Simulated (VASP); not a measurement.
# Ba: single point with PBE

Crystal: Ba.

```
CELL_PARAMETERS angstrom
0.00000 3.25287 3.25287
3.23267 0.02020 3.23267
3.23267 3.23267 0.02020
ATOMIC_POSITIONS crystal
Ba 0.00000 0.00000 0.00000
```

This cell differs from its parent crystal: strain +0.0125 x Voigt [0, 0, 0, 1, 0, 0].

```
Program                : VASP 6.6.1
Task                   : single point
Functional             : PBE
Potentials or basis    : VASP PAW PBE potentials, release 64 (Ba_sv)
Cutoff                 : 520 eV
k mesh                 : 14 × 14 × 14
Occupations            : gaussian, width 0.15 eV
Spin                   : no spin polarisation
Dipole correction      : no
Further INCAR settings : ALGO = Fast; EDIFF = 1e-07; NBANDS = 11
```

* Pressure: -0.4 GPa
* Band gap on the k mesh: zero (bands 5 and 6 overlap by 0.20 eV)

Stress tensor (GPa, compression positive):
```
-0.37  0.00  0.00
 0.00 -0.37 -0.11
 0.00 -0.11 -0.37
```

Levels at points of the mesh, in eV from the Fermi level:
| k point | band 1 | band 2 | band 3 | band 4 | band 5 | band 6 | band 7 | band 8 | band 9 | band 10 |
| --- | --- | --- | --- | --- | --- | --- | --- | --- | --- | --- |
| (0.00, 0.00, 0.00) | -29.04 | -14.03 | -14.03 | -14.03 | -2.77 | 1.63 | 1.68 | 1.73 | 3.12 | 3.12 |
| (0.50, 0.00, 0.00) | -29.01 | -14.39 | -14.08 | -14.08 | -0.96 | 0.83 | 1.52 | 1.60 | 4.18 | 4.23 |
| (0.00, 0.50, 0.00) | -29.01 | -14.40 | -14.08 | -14.08 | -0.94 | 0.88 | 1.50 | 1.57 | 4.20 | 4.25 |
| (0.50, 0.50, 0.00) | -29.00 | -14.37 | -14.16 | -14.16 | -0.76 | -0.13 | 1.79 | 4.22 | 4.54 | 4.55 |
| (0.00, 0.50, 0.50) | -29.00 | -14.37 | -14.17 | -14.16 | -0.76 | -0.13 | 1.79 | 4.23 | 4.54 | 4.55 |

It took 120 s on 1 thread of Intel(R) Xeon(R) 6975P-C (Granite Rapids), with other jobs on the host, peak memory 0.45 GiB.

Caveat: the cell differs from its parent crystal (strain +0.0125 x Voigt [0, 0, 0, 1, 0, 0]); spin-orbit coupling is left out, which moves the levels of the heavy elements.
